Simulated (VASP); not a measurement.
# Au (Pm-3m) in VASP: notebook, part 2 of 2

VASP 6.6.1. The steps go on from the part before.

## (4) Single point, PBE (19.92 Å³/atom)

This run uses another cell than the first one, of 19.92 Å³/atom.

INCAR reads:

```
  PREC = Accurate
  ENCUT = 520
  EDIFF = 1E-6
  ISMEAR = -1
  SIGMA = 0.1
  LREAL = F
  LASPH = T
  NELM = 60
  ALGO = Normal
  ISIF = 2
  LWAVE = F
  LCHARG = F
  GGA = PE
  NBANDS = 12
```

KPOINTS reads:

```
regular mesh
0
Gamma
  13 13 13
```

POSCAR reads:

```
Au
1.0
    2.7108862150      0.0000000000      0.0000000000
    0.0000000000      2.7108862150      0.0000000000
    0.0000000000      0.0000000000      2.7108862150
Au
1
Direct
    0.0000000000      0.0000000000      0.0000000000
```

On the command line:

```sh
cat potpaw_PBE.64/Au/POTCAR > POTCAR
mpirun -np 1 vasp_std > vasp.out
```

Run time: 8.7 s. Hardware: 1 thread of AMD EPYC 7R13 (Zen 3), shared host; peak memory 0.11 GiB.

Results (log left out):

* Free energy: -3.0162 eV
* Pressure: 4.6 GPa
* Band gap on the k mesh: zero (an odd number of electrons rules out a gap without spin polarisation)

Levels at points of the mesh, in eV from the Fermi level:
```
           k point  band 4  band 5  band 6  band 7  band 8  band 9
(0.00, 0.00, 0.00)   -1.36   -1.36   -1.36   14.15   14.15   14.15
```

Caveat: the cell stands under pressure; spin-orbit coupling is left out, which moves the levels of the heavy elements.

## (5) Single point, PBE

This run uses another cell than the first one, of 20.75 Å³/atom.

INCAR reads:

```
SYSTEM = Au
PREC = Accurate ; ENCUT = 520
EDIFF = 1E-6 ; ISMEAR = -1
SIGMA = 0.1 ; LREAL = .FALSE.
LASPH = .TRUE. ; NELM = 80
ALGO = Normal ; ISIF = 2
LWAVE = .FALSE. ; LCHARG = .FALSE.
GGA = PE ; NBANDS = 12
```

KPOINTS reads:

```
regular mesh
0
G
  12 12 12
  0 0 0
```

POSCAR reads:

```
Au
1.0
    2.7480262578      0.0000000000      0.0000000000
    0.0000000000      2.7480262578      0.0000000000
    0.0000000000      0.0000000000      2.7480262578
Au
1
Direct
    0.0000000000      0.0000000000      0.0000000000
```

On the command line:

```sh
cat potpaw_PBE.64/Au/POTCAR > POTCAR
mpirun -np 1 vasp_std > vasp.out
```

Wall time 8.8 s (1 thread of AMD EPYC 7R13 (Zen 3), shared host); peak memory 0.11 GiB.

It converged, with:

```yaml
Free_energy: -3.0260 eV
Pressure: -0.2 GPa
Band_gap_on_the_k_mesh: zero (an odd number of electrons rules out a gap without spin polarisation)
```

Levels at points of the mesh, in eV from the Fermi level:
| k point | band 3 | band 4 | band 5 | band 6 | band 7 | band 8 |
| --- | --- | --- | --- | --- | --- | --- |
| (0.00, 0.00, 0.00) | -5.61 | -1.45 | -1.45 | -1.45 | 13.84 | 13.84 |
| (0.50, 0.00, 0.00) | -2.87 | -2.87 | -1.32 | -0.42 | 2.03 | 16.33 |
| (0.50, 0.50, 0.00) | -2.62 | -2.62 | -0.31 | 3.84 | 3.84 | 6.37 |
| (0.50, 0.50, 0.50) | -4.88 | -0.22 | -0.22 | 8.40 | 8.40 | 8.40 |

Caveat: spin-orbit coupling is left out, which moves the levels of the heavy elements.

## (6) Single point, PBE (20.75 Å³/atom)

This run uses another cell than the first one, of 20.75 Å³/atom.

INCAR reads:

```
  PREC = Accurate
  ENCUT = 520
  EDIFF = 1E-6
  ISMEAR = -1
  SIGMA = 0.1
  LREAL = False
  LASPH = True
  NELM = 100
  ALGO = Normal
  ISIF = 2
  LWAVE = False
  LCHARG = False
  GGA = PE
  NBANDS = 12
```

KPOINTS reads:

```
regular mesh
0
Gamma
  13 13 13
```

POSCAR is that of step 5.

Potentials or basis: VASP PAW PBE potentials, release 64 (Au).

On the command line:

```sh
cat potpaw_PBE.64/Au/POTCAR > POTCAR
mpirun -np 1 vasp_std > vasp.out
```

OUTCAR:

```text
PREC = Accurate
   ENCUT = 520
   EDIFF = 1E-6
   ISMEAR = -1
   LREAL = False
   LASPH = True
   NELM = 100
   ISIF = 2
   GGA = PE

 ion  position               nearest neighbor table
   1  0.000  0.000  0.000-

  LATTYP: Found a simple cubic cell.
 ALAT       =     2.7480262578

  Lattice vectors:

 A1 = (   2.7480262578,   0.0000000000,   0.0000000000)
 A2 = (   0.0000000000,   2.7480262578,   0.0000000000)
 A3 = (   0.0000000000,   0.0000000000,   2.7480262578)

Analysis of symmetry for initial positions (statically):
=====================================================================
 Subroutine PRICEL returns:
 Original cell was already a primitive cell.

 Routine SETGRP: Setting up the symmetry group for a
 simple cubic supercell.

 Subroutine GETGRP returns: Found 48 space group operations
 (whereof 48 operations were pure point group operations)
 out of a pool of 48 trial point group operations.

The static configuration has the point symmetry O_h .

Analysis of symmetry for dynamics (positions and initial velocities):
[... 162 lines left out ...]

 k-point     1 :       0.0000    0.0000    0.0000
  band No.  band energies     occupation
      1      -1.4730      2.00000
      2       0.6710      2.00000
      3       0.6710      2.00000
      4       4.8324      2.00000
      5       4.8324      2.00000
      6       4.8324      2.00000
      7      20.1179      0.00000
      8      20.1179      0.00000
      9      20.1179      0.00000
     10      24.9274      0.00000
     11      27.3605      0.00000
     12      27.3605      0.00000
[... 331 lines left out ...]
 k-point    24 :       0.3846    0.3077    0.0000
  band No.  band energies     occupation
      1       1.1060      2.00000
      2       1.5076      2.00000
      3       3.7061      2.00000
      4       3.7287      2.00000
      5       4.0244      2.00000
      6       5.8940      1.91789
      7      11.9601      0.00000
      8      16.0907      0.00000
      9      21.0889      0.00000
     10      25.8194      0.00000
     11      27.7426      0.00000
     12      28.7163      0.00000

 [... further k-points ...]

------------------------ aborting loop because EDIFF is reached ----------------------------------------

  FORCE on cell =-STRESS in cart. coord.  units (eV):
  Direction    XX          YY          ZZ          XY          YZ          ZX
  --------------------------------------------------------------------------------------
  -------------------------------------------------------------------------------------
  Total       -0.0241553     -0.0241553     -0.0241553     -0.0000000     -0.0000000      0.0000000
  in kB       -1.8649240     -1.8649240     -1.8649240     -0.0000000     -0.0000000      0.0000000
  external PRESSURE =      -1.8649240 kB  Pullay stress =       0.0000000 kB

 VOLUME and BASIS-vectors are now :
 -----------------------------------------------------------------------------
  energy-cutoff  :      520.00
  volume of cell :       20.75
      direct lattice vectors                 reciprocal lattice vectors
     2.748026258  0.000000000  0.000000000     0.363897542  0.000000000  0.000000000
     0.000000000  2.748026258  0.000000000     0.000000000  0.363897542  0.000000000
     0.000000000  0.000000000  2.748026258     0.000000000  0.000000000  0.363897542

 POSITION                                       TOTAL-FORCE (eV/Angst)
 -----------------------------------------------------------------------------------
      0.00000      0.00000      0.00000         0.000000      0.000000      0.000000
 -----------------------------------------------------------------------------------
    total drift:                               -0.000000     -0.000000     -0.000000

  FREE ENERGIE OF THE ION-ELECTRON SYSTEM (eV)
  ---------------------------------------------------
  free  energy   TOTEN  =        -3.0276356310 eV

  energy  without entropy=       -3.0176757205  energy(sigma->0) =       -3.02265568
```

OSZICAR:

```text
N       E                     dE             d eps       ncg     rms          rms(c)
DAV:   1     0.484557084270E+02    0.48456E+02   -0.53816E+03  2096   0.794E+02
DAV:   2    -0.266341245751E+01   -0.51119E+02   -0.48452E+02  2348   0.180E+02
DAV:   3    -0.330311672686E+01   -0.63970E+00   -0.63889E+00  2416   0.197E+01
DAV:   4    -0.330572206529E+01   -0.26053E-02   -0.26052E-02  2308   0.141E+00
DAV:   5    -0.330574728278E+01   -0.25217E-04   -0.25218E-04  2448   0.138E-01    0.644E+00
DAV:   6    -0.303823172627E+01    0.26752E+00   -0.89671E-01  2120   0.721E+00    0.453E+00
DAV:   7    -0.302981888773E+01    0.84128E-02   -0.15843E-02  2364   0.103E+00    0.255E+00
DAV:   8    -0.302763036469E+01    0.21885E-02   -0.10573E-03  2236   0.234E-01    0.927E-02
DAV:   9    -0.302762931388E+01    0.10508E-05   -0.56118E-05  2260   0.573E-02    0.125E-02
DAV:  10    -0.302763566928E+01   -0.63554E-05   -0.41840E-06  2324   0.188E-02    0.107E-03
DAV:  11    -0.302763563103E+01    0.38253E-07   -0.73302E-08  1224   0.200E-03
   1 F= -.30276356E+01 E0= -.30226557E+01  d E =-.995991E-02
```

It took 9.8 s on 1 thread of AMD EPYC 7R13 (Zen 3), shared host; peak memory 0.11 GiB.

What came out:

* Free energy: -3.0276 eV
* Pressure: -0.2 GPa
* Band gap on the k mesh: zero (an odd number of electrons rules out a gap without spin polarisation)

Caveat: spin-orbit coupling is left out, which moves the levels of the heavy elements.

## (7) The runs side by side

```csv
cell,k mesh,gap on the mesh (eV),pressure (GPa)
"a = 2.633 Å, 1 atom",13 × 13 × 13,none,19.0
"a = 2.673 Å, 1 atom",13 × 13 × 13,none,10.8
"a = 2.711 Å, 1 atom",13 × 13 × 13,none,4.6
"a = 2.748 Å, 1 atom",12 × 12 × 12,none,-0.2
"a = 2.748 Å, 1 atom",13 × 13 × 13,none,-0.2
```

Alike in all rows: task single point; level PBE; potentials or basis VASP PAW PBE potentials, release 64 (Au); no spin polarisation; cutoff (eV) 520; smearing fermi-dirac 0.1 eV.

Caveats: spin-orbit coupling is left out, which moves the levels of the heavy elements; the cell stands under pressure (at least some runs).

Absolute energies hang on the potentials; compare differences alone.
